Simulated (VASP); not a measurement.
Here is a VASP 6.6.1 calculation.

POSCAR

```
Si2Ni
1.0
    0.0000000000      2.7234609380      2.7234609380
    2.7234609380      0.0000000000      2.7234609380
    2.7234609380      2.7234609380      0.0000000000
Si Ni
2 1
Direct
    0.2500000000      0.2500000000      0.2500000000
    0.7500000000      0.7500000000      0.7500000000
    0.0000000000      0.0000000000      0.0000000000
```

The input INCAR.step1:

```
SYSTEM = Si2Ni
PREC = Accurate
ENCUT = 520
ISMEAR = 0
SIGMA = 0.1
LREAL = .False.
LASPH = .True.
NELM = 80
NBANDS = 16
GGA = PE
ALGO = Normal
EDIFF = 1E-4
LWAVE = .True.
LCHARG = .False.
```

The input INCAR.step2:

```
SYSTEM = Si2Ni
PREC = Accurate
ENCUT = 520
EDIFF = 1E-7
ISMEAR = 0
SIGMA = 0.1
LREAL = .False.
LASPH = .True.
NELM = 80
ALGO = Normal
ISIF = 2
LWAVE = .False.
LCHARG = .False.
METAGGA = R2SCAN
LMIXTAU = .True.
NBANDS = 16
ISTART = 1
```

KPOINTS

```
regular mesh
0
Gamma
  14 14 14
  0 0 0
```

Potentials or basis: VASP PAW PBE potentials, release 64 (Si, Ni).

Command:

```sh
$ cat potpaw_PBE.64/Si/POTCAR potpaw_PBE.64/Ni/POTCAR > POTCAR
$ cp INCAR.step1 INCAR
$ mpirun -np 1 vasp_std > vasp.out
$ cp INCAR.step2 INCAR
$ mpirun -np 1 vasp_std > vasp.out
```

(1) What does it give for the pressure?

(2) What does it give for the band gap on the k mesh?

Answers

(1) -5.0 GPa.

(2) zero (band 9 reaches 11.83 eV, above the bottom of band 10 at 9.71 eV).

Caveat: the PAW data sets were made with another functional, which shifts forces and pressure a little.
